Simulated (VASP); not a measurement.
Runs of VASP 6.6.1 on TaN. The structure is that of space group P6_3/mmc (No. 194), or close to it. The cells are those of the table. 

```tsv
cell	gap on the mesh (eV)	pressure (GPa)
a = 2.966, b = 2.966, c = 5.860 Å, angles 90.0, 90.0, 120.0°, 4 atoms	none	-14.6
a = 2.851, b = 2.851, c = 5.860 Å, angles 90.0, 90.0, 120.0°, 4 atoms	none	10.8
a = 3.005, b = 3.005, c = 5.860 Å, angles 90.0, 90.0, 120.0°, 4 atoms	none	(b)
a = 2.774, b = 2.774, c = 5.860 Å, angles 90.0, 90.0, 120.0°, 4 atoms	none	34.5
a = 2.928, b = 2.928, c = 5.860 Å, angles 90.0, 90.0, 120.0°, 4 atoms	none	-7.5
a = 2.812, b = 2.812, c = 5.860 Å, angles 90.0, 90.0, 120.0°, 4 atoms	none	(a)
```

Alike in all rows: task single point; level PBEsol; potentials or basis VASP PAW PBE potentials, release 64 (Ta_pv, N); no spin polarisation; k mesh 15 × 15 × 8; cutoff (eV) 520; smearing gaussian 0.15 eV.

Estimate the missing entries.

(a) 22.0; (b) -21.4.

Caveats: the PAW data sets were made with another functional, which shifts forces and pressure a little; spin-orbit coupling is left out, which moves the levels of the heavy elements.

A k mesh can miss the band edges, and the runs leave out spin-orbit coupling on Ta.

A gap of «none» marks levels without a gap at the run's occupations.
